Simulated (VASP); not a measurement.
# Fe (Im-3m) in VASP: single point with PBE

Aim: the single point of Fe with PBE.

All numbers are computed with VASP 6.6.1; they aren't measurements. Logs are shortened: lines on timing, memory, paths and dates and some standing lists are left out, and cuts for length are marked.

## (1) The cell of the first run

It takes space group Im-3m (No. 229, cubic). The conventional cell has a = 2.845 Å, b = 2.845 Å, c = 2.845 Å, α = 90.00°, β = 90.00°, γ = 90.00°. Within 3.3 Å of Fe (site symmetry m-3m) lie 14 Fe at 2.46 to 2.85 Å.

## (2) Single point, PBE, non-collinear spin, typed start, spin-orbit coupling

Input file INCAR:

```
PREC     = Accurate       # precision mode
ENCUT    = 600            # plane-wave cutoff, eV
EDIFF    = 1E-6           # SCF threshold, eV
ISMEAR   = 0              # smearing method
SIGMA    = 0.1            # smearing width, eV
LREAL    = F              # projectors in reciprocal space
LASPH    = T              # aspherical terms in the spheres
NELM     = 200            # most SCF steps
ALGO     = Normal         # electronic algorithm
ISIF     = 2              # what is computed and relaxed
LWAVE    = F              # write WAVECAR
LCHARG   = F              # write CHGCAR
MAGMOM   = 0 0 2.2        # initial moments
LORBIT   = 11             # projections on sites
LSORBIT  = T              # spin-orbit coupling
GGA_COMPAT= F            
LORBMOM  = T            
LMAXMIX  = 4              # l up to which the mixer works
GGA      = PE             # functional
NBANDS   = 19             # bands
```

Input file KPOINTS:

```
regular mesh
0
Gamma
  5 5 5
```

Input file POSCAR:

```
Fe
1.0
   -1.4225000000      1.4225000000      1.4225000000
    1.4225000000     -1.4225000000      1.4225000000
    1.4225000000      1.4225000000     -1.4225000000
Fe
1
Direct
    0.0000000000      0.0000000000      0.0000000000
```

Potentials or basis: VASP PAW PBE potentials, release 64 (Fe).

Launch:

```
$ cat potpaw_PBE.64/Fe/POTCAR > POTCAR
$ mpirun -np 1 vasp_ncl > vasp.out
```

OUTCAR:

```text
PREC = Accurate
   ENCUT = 600
   EDIFF = 1E-6
   ISMEAR = 0
   LREAL = F
   LASPH = T
   NELM = 200
   ISIF = 2
   LORBIT = 11
   LSORBIT = T
   GGA = PE

 ion  position               nearest neighbor table
   1  0.000  0.000  0.000-

  LATTYP: Found a body centered cubic cell.
 ALAT       =     2.8450000000

  Lattice vectors:

 A1 = (  -1.4225000000,   1.4225000000,   1.4225000000)
 A2 = (   1.4225000000,  -1.4225000000,   1.4225000000)
 A3 = (   1.4225000000,   1.4225000000,  -1.4225000000)

Analysis of symmetry for initial positions (statically):
=====================================================================
 Subroutine PRICEL returns:
 Original cell was already a primitive cell.

 Routine SETGRP: Setting up the symmetry group for a
 body centered cubic supercell.

 Subroutine GETGRP returns: Found 48 space group operations
 (whereof 48 operations were pure point group operations)
 out of a pool of 48 trial point group operations.

The static configuration has the point symmetry O_h .

Analysis of symmetry for dynamics (positions and initial velocities):
=====================================================================
 Subroutine PRICEL returns:
 Original cell was already a primitive cell.

 Routine SETGRP: Setting up the symmetry group for a
 body centered cubic supercell.

 Subroutine GETGRP returns: Found 48 space group operations
 (whereof 48 operations were pure point group operations)
 out of a pool of 48 trial point group operations.

The dynamic configuration has the point symmetry O_h .

Analysis of structural, dynamic, and magnetic symmetry:
=====================================================================
 Subroutine PRICEL returns:
 Original cell was already a primitive cell.

 Routine SETGRP: Setting up the symmetry group for a
 body centered cubic supercell.

 Subroutine GETGRP returns: Found  8 space group operations
 (whereof  8 operations were pure point group operations)
 out of a pool of 48 trial point group operations.

The overall configuration has the point symmetry C_4h.

 Subroutine INISYM returns: Found  8 space group operations
 (whereof  8 operations are pure point group operations),
 and found     1 'primitive' translations

----------------------------------------------------------------------------------------

                                     Primitive cell

  volume of cell :      11.5138

  direct lattice vectors                    reciprocal lattice vectors
    -1.422500000  1.422500000  1.422500000     0.000000000  0.351493849  0.351493849
     1.422500000 -1.422500000  1.422500000     0.351493849  0.000000000  0.351493849
     1.422500000  1.422500000 -1.422500000     0.351493849  0.351493849  0.000000000

  length of vectors
     2.463842274  2.463842274  2.463842274     0.497087368  0.497087368  0.497087368

  position of ions in fractional coordinates (direct lattice)
     0.000000000  0.000000000  0.000000000

  ion indices of the primitive-cell ions
   primitive index   ion index
                 1           1

----------------------------------------------------------------------------------------

 KPOINTS: regular mesh

Automatic generation of k-mesh.
 Grid dimensions read from file:
 generate k-points for:    5    5    5

 Generating k-lattice:

  Cartesian coordinates                     Fractional coordinates (reciprocal lattice)
     0.000000000  0.070298770  0.070298770     0.200000000  0.000000000  0.000000000
     0.070298770  0.000000000  0.070298770     0.000000000  0.200000000  0.000000000
     0.070298770  0.070298770  0.000000000     0.000000000  0.000000000  0.200000000

  Length of vectors
     0.099417474  0.099417474  0.099417474

[... 43 lines left out ...]
   ISPIN  =      1    spin polarized calculation?
   LNONCOLLINEAR =      T non collinear calculations
   LSORBIT =      T    spin-orbit coupling
   LASPH  =      T    aspherical Exc in radial PAW
   ENCUT  =  600.0 eV  44.10 Ry    6.64 a.u.   4.92  4.92  4.92*2*pi/ulx,y,z
   NELM   =    200;   NELMIN=  2; NELMDL= -5     # of ELM steps
   EDIFF  = 0.1E-05   stopping-criterion for ELM
   LREAL  =      F    real-space projection
   EDIFFG = 0.1E-04   stopping-criterion for IOM
   NSW    =      0    number of steps for IOM
   IBRION =     -1    ionic relax: 0-MD 1-quasi-New 2-CG
   NFREE  =      0    steps in history (QN), initial steepest desc. (CG)
   ISIF   =      2    stress and relaxation
   ISYM   =      2    0-nonsym 1-usesym 2-fastsym
   POTIM  = 0.5000    time-step for ionic-motion
   TEBEG  =    0.0;   TEEND  =   0.0 temperature during run
   PSTRESS=    0.0 pullay stress
   NELECT =       8.0000    total number of electrons
   NUPDOWN=      -1.0000    fix difference up-down
   EMIN   =  10.00;   EMAX   =-10.00  energy-range for DOS
   EFERMI =   0.00;   METHOD = LEGACY
   ISMEAR =     0;   SIGMA  =   0.10  broadening in eV -4-tet -1-fermi 0-gaus
   EFERMI_NEDOS =   21; number of points for ismear=-14 and -15
   IALGO  =     38    algorithm
   IMIX   =      4    mixing-type and parameters
     AMIX     =   0.40;   BMIX     =  1.00
     AMIX_MAG =   1.60;   BMIX_MAG =  1.00
  volume/ion in A,a.u.               =      11.51        77.70
  Fermi-wavevector in a.u.,A,eV,Ry     =   1.449993  2.740089 28.605971  2.102480
  Thomas-Fermi vector in A             =   2.567656
   LORBIT       =     11    0 simple, 1 ext, 2 COOP (PROOUT), +10 PAW based schemes
   GGA     = PE    functional components
   LHFCALC =     F    Hartree Fock is set to
   AEXX    =    0.0000 exact exchange contribution
   IVDW    =     0    specifies the selected vdW correction
   LEPSILON=     F    determine dielectric tensor
   LRPA    =     F    only Hartree local field effects (RPA)
 Gauss-broadening in eV      SIGMA  =   0.10
  energy-cutoff  :      600.00
  volume of cell :       11.51
 maximum number of plane-waves:       780
   NGX =  9   NGY =  9   NGZ =  9

 number of electron       8.0000003 magnetization      -0.0000000     -0.0000000      2.0302827

 number of electron       8.0000003 magnetization      -0.0000000      0.0000000      2.0302968

 number of electron       8.0000003 magnetization       0.0000000      0.0000000      2.0303022

 Free energy of the ion-electron system (eV)
  ---------------------------------------------------
  ext. energy  EPLUGINS =         0.00000000
  ---------------------------------------------------
  free energy    TOTEN  =        -8.20051125 eV

  energy without entropy =       -8.19234232  energy(sigma->0) =       -8.19642678

 E-fermi :   5.5906     XC(G=0): -13.0582

 val. band max:        5.5725901559   @ k =  -0.2000   0.2000   0.2000
 cond. band min:       5.6203782114   @ k =  -0.2000   0.2000   0.4000
 fundamental gap:      0.0477880555
 Fermi energy:         5.5905953192

 k-point     1 :       0.0000    0.0000    0.0000
  band No.  band energies     occupation
      1      -2.6794      1.00000
      2      -2.5004      1.00000
      3       3.3722      1.00000
      4       3.4005      1.00000
      5       3.4305      1.00000
      6       4.5065      1.00000
[... 439 lines left out ...]
      6       5.2189      1.00000
[... 11 lines left out ...]
     18      22.3556      0.00000
     19      23.1527      0.00000

------------------------ aborting loop because EDIFF is reached ----------------------------------------

  FORCE on cell =-STRESS in cart. coord.  units (eV):
  Direction    XX          YY          ZZ          XY          YZ          ZX
  --------------------------------------------------------------------------------------
  -------------------------------------------------------------------------------------
  Total       -0.3878223     -0.3878223     -0.3893947     -0.0000008     -0.0000000      0.0000000
  in kB      -53.9667819    -53.9667819    -54.1855955     -0.0001159     -0.0000000      0.0000000
  external PRESSURE =     -54.0397198 kB  Pullay stress =       0.0000000 kB

 VOLUME and BASIS-vectors are now :
 -----------------------------------------------------------------------------
  energy-cutoff  :      600.00
  volume of cell :       11.51
      direct lattice vectors                 reciprocal lattice vectors
    -1.422500000  1.422500000  1.422500000     0.000000000  0.351493849  0.351493849
     1.422500000 -1.422500000  1.422500000     0.351493849  0.000000000  0.351493849
     1.422500000  1.422500000 -1.422500000     0.351493849  0.351493849  0.000000000

 POSITION                                       TOTAL-FORCE (eV/Angst)
 -----------------------------------------------------------------------------------
      0.00000      0.00000      0.00000         0.000000     -0.000000     -0.000000
 -----------------------------------------------------------------------------------
    total drift:                                0.000000     -0.000000      0.000000

  FREE ENERGIE OF THE ION-ELECTRON SYSTEM (eV)
  ---------------------------------------------------
  free  energy   TOTEN  =        -8.2005112487 eV

  energy  without entropy=       -8.1923423167  energy(sigma->0) =       -8.19642678

 orbital moment (x)

 # of ion     p       d       tot
 ----------------------------------------
  1         0.000  -0.000  -0.000
 ----------------------------------------
            0.000  -0.000  -0.000

 orbital moment (y)

 # of ion     p       d       tot
 ----------------------------------------
  1         0.000  -0.000  -0.000
 ----------------------------------------
            0.000  -0.000  -0.000

 orbital moment (z)

 # of ion     p       d       tot
 ----------------------------------------
  1         0.000   0.051   0.051
 ----------------------------------------
            0.000   0.051   0.051

 Spin-Orbit-Coupling matrix elements

 Ion:    1  E_soc:     -0.0131010
 l=   1
     0.0000000    -0.0003365    -0.0003145
    -0.0003365     0.0000000    -0.0003365
    -0.0003145    -0.0003365     0.0000000
 l=   2
     0.0000000    -0.0004623     0.0000000    -0.0004623    -0.0013532
    -0.0004623     0.0000000    -0.0010498    -0.0004798    -0.0003530
     0.0000000    -0.0010498     0.0000000    -0.0010498     0.0000000
    -0.0004623    -0.0004798    -0.0010498     0.0000000    -0.0003530
    -0.0013532    -0.0003530     0.0000000    -0.0003530     0.0000000
 l=   3
     0.0000000     0.0000000     0.0000000     0.0000000     0.0000000     0.0000000     0.0000000
     0.0000000     0.0000000     0.0000000     0.0000000     0.0000000     0.0000000     0.0000000
     0.0000000     0.0000000     0.0000000     0.0000000     0.0000000     0.0000000     0.0000000
     0.0000000     0.0000000     0.0000000     0.0000000     0.0000000     0.0000000     0.0000000
     0.0000000     0.0000000     0.0000000     0.0000000     0.0000000     0.0000000     0.0000000
     0.0000000     0.0000000     0.0000000     0.0000000     0.0000000     0.0000000     0.0000000
     0.0000000     0.0000000     0.0000000     0.0000000     0.0000000     0.0000000     0.0000000

 total charge

# of ion       s       p       d       tot
------------------------------------------
    1        0.481   0.546   6.205   7.233

 magnetization (x)

# of ion       s       p       d       tot
------------------------------------------
    1       -0.000   0.000   0.000   0.000

 magnetization (y)

# of ion       s       p       d       tot
------------------------------------------
    1        0.000   0.000   0.000   0.000

 magnetization (z)

# of ion       s       p       d       tot
------------------------------------------
    1       -0.013  -0.050   2.093   2.030
```

Wall time 44 s (1 thread of Intel Xeon Platinum 8259CL at 2.50GHz (Skylake/Cascade Lake), shared host); peak memory 0.16 GiB.

Results:

* Free energy: -8.2005 eV
* Pressure: -5.4 GPa
* Net moment: 2.03 μB per cell
* Valence electrons inside the program's atomic spheres: Fe 7.23

Moments on the atoms (μB; x, y, z):
```
Fe  0.00 0.00 2.03
```

Caveat: the k points lie up to 0.62 Å⁻¹ apart.
